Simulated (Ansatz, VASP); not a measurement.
## Pb: VASP beside Ansatz

```
CELL_PARAMETERS angstrom
0.00000 2.52094 2.52094
2.52094 0.00000 2.52094
2.52094 2.52094 0.00000
ATOMIC_POSITIONS crystal
Pb 0.00000 0.00000 0.00000
```

Alike in both runs: functional PBE; k mesh 14 × 14 × 14; occupations gaussian, width 0.1 eV; no spin polarisation.

Ansatz relaxed the structure, and its values are those at the end. VASP's run is a single point on that final structure, the one shown.

|  | VASP | Ansatz |
| --- | --- | --- |
| version | VASP 6.6.1 | Ansatz 0.2.0 |
| potentials or method | VASP PAW PBE potentials, release 64 (Pb_d), cutoff 500 eV | scalar-relativistic, plane waves, PAW |
| valence electrons in the cell | 14 | 14 |

VASP gave:

```
gap on the k mesh at the Fermi level (eV) : none
pressure (GPa)                            : -0.1
```

What did Ansatz give for the same quantities?

gap on the k mesh at the Fermi level (eV): none; pressure (GPa): 0.0.

A gap of «none» marks a metal or a gap that the smearing closes.

Neither program's run includes spin-orbit coupling.
